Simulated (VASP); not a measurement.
The system is KCl (Sylvite).

```
K Cl
1.0
     0.00000    3.09422    3.14485
     3.09422    0.00000    3.14485
     3.09422    3.09422    0.00000
K Cl
1 1
Direct
  0.00000 0.00000 0.00000
  0.50000 0.50000 0.50000
```

This cell differs from its parent crystal: biaxial xy strain -1.6%.

Base run:

- Program: VASP 6.6.1
- Functional: r2SCAN
- Potentials or basis: VASP PAW PBE potentials, release 64 (K_sv, Cl)
- Cutoff: 520 eV
- k mesh: 8 × 8 × 8
- Occupations: gaussian, width 0.01 eV
- Spin: no spin polarisation

Its results: band gap on the k mesh 5.95 eV, direct; pressure 0.7 GPa.

**Question.** The run is repeated on the same cell with these changes: functional from r2SCAN to PBE; occupations from gaussian, width 0.01 eV to fermi-dirac, width 0.02 eV. What comes out?

**Answer.** Band gap on the k mesh 5.30 eV, direct; pressure 1.5 GPa.

Caveats: the PAW data sets were made with another functional, which shifts forces and pressure a little (some runs).

A k mesh can miss the band edges.
